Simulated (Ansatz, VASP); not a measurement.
Two plane-wave programs on CsAg2

File INCAR:

```
PREC = Accurate
ENCUT = 600
EDIFF = 1E-6
ISMEAR = 0
SIGMA = 0.1
LREAL = F
LASPH = T
NELM = 80
ALGO = Fast
ISIF = 3
LWAVE = F
LCHARG = F
GGA = PE
IBRION = 2
NSW = 90
EDIFFG = -0.04
```

KPOINTS

```
Automatic mesh
0
Gamma
  4 4 2
```

Contents of POSCAR:

```
CsAg2
1.0
    4.3030192185      0.0000000000      0.0000000000
    0.0000000000      4.3030192185      0.0000000000
    0.0000000000      0.0000000000      9.0304429267
Cs Ag
2 4
Direct
    0.5000000000      0.0000000000      0.2800000000
    0.0000000000      0.5000000000      0.7200000000
    0.0000000000      0.0000000000      0.0000000000
    0.5000000000      0.5000000000      0.0000000000
    0.5000000000      0.0000000000      0.6400000000
    0.0000000000      0.5000000000      0.3600000000
```

Input for Ansatz:

```yaml
crystal:
  lattice:
    - [4.3030192185, 0.0, 0.0]
    - [0.0, 4.3030192185, 0.0]
    - [0.0, 0.0, 9.0304429267]
  atoms:
    - { symbol: Cs, position: [0.5, 0.0, 0.28] }
    - { symbol: Cs, position: [0.0, 0.5, 0.72] }
    - { symbol: Ag, position: [0.0, 0.0, 0.0] }
    - { symbol: Ag, position: [0.5, 0.5, 0.0] }
    - { symbol: Ag, position: [0.5, 0.0, 0.64] }
    - { symbol: Ag, position: [0.0, 0.5, 0.36] }
basis:
  ecutwfc: 420
kpoints:
  mp_grid: { grid: [4, 4, 2] }
hamiltonian:
  xc: pbe
scf:
  occupations: { method: gaussian, width: 0.1 }
  lower_state_search: "off"
output:
  forces: true
  stress: true
  eigenvalues: true
relax:
  adjacent_minimum: "off"
  f_tol: 0.04
  max_steps: 70
  cell: { stress_tol: 0.4 }
```

Alike in both runs: task relaxation of cell and atoms; functional PBE; k mesh 4 × 4 × 2; occupations gaussian, width 0.1 eV; no spin polarisation.

```csv
,VASP,Ansatz
version,VASP 6.6.1,Ansatz 0.2.0
potentials or method,"VASP PAW PBE potentials, release 64 (Cs_sv, Ag), cutoff 600 eV","scalar-relativistic, plane waves, PAW"
valence electrons in the cell,62,94
```

```csv
,VASP,Ansatz,Ansatz less VASP
"gap on the k mesh at the Fermi level, each at its own relaxed structure (eV)",none,none,-
relaxed volume (Å³/atom),33.15,33.17,+0.024
relaxed cell length with the largest relative difference (Å),12.804,12.842,+0.0378
```

A gap of «none» marks a metal or a gap that the smearing closes. VASP's potentials hold 62 valence electrons a cell and Ansatz's 94, so a difference there can come from the potentials and not from the codes.

The k mesh is coarse, so the values compare programs but aren't converged. Spin-orbit coupling is off throughout. Noted on VASP's run: the volume moved by over 15 % at a fixed basis, so the end points are rough.
